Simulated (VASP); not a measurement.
The system is NaH.

```
Na H
1.0
     0.00000    2.44000    2.44000
     2.44000    0.00000    2.44000
     2.44000    2.44000    0.00000
Na H
1 1
Direct
  0.00000 0.00000 0.00000
  0.50000 0.50000 0.50000
```

Base run:

```yaml
Program: VASP 6.6.1
Functional: PBE
Potentials_or_basis: VASP PAW PBE potentials, release 64 (Na_pv, H)
Cutoff: 520 eV
k_mesh: 7 × 7 × 7
Occupations: fermi-dirac, width 0.02 eV
Spin: no spin polarisation
```

Its results: band gap on the k mesh 4.18 eV, indirect (least direct gap 4.80 eV); pressure -0.7 GPa.

**Question.** The run is repeated on the same cell with these changes: k mesh from 7 × 7 × 7 to 3 × 3 × 3. What comes out?

**Answer.** Band gap on the k mesh 5.76 eV, indirect (least direct gap 5.86 eV); pressure -0.7 GPa.

Caveats: some runs use coarse meshes.

A k mesh can miss the band edges.
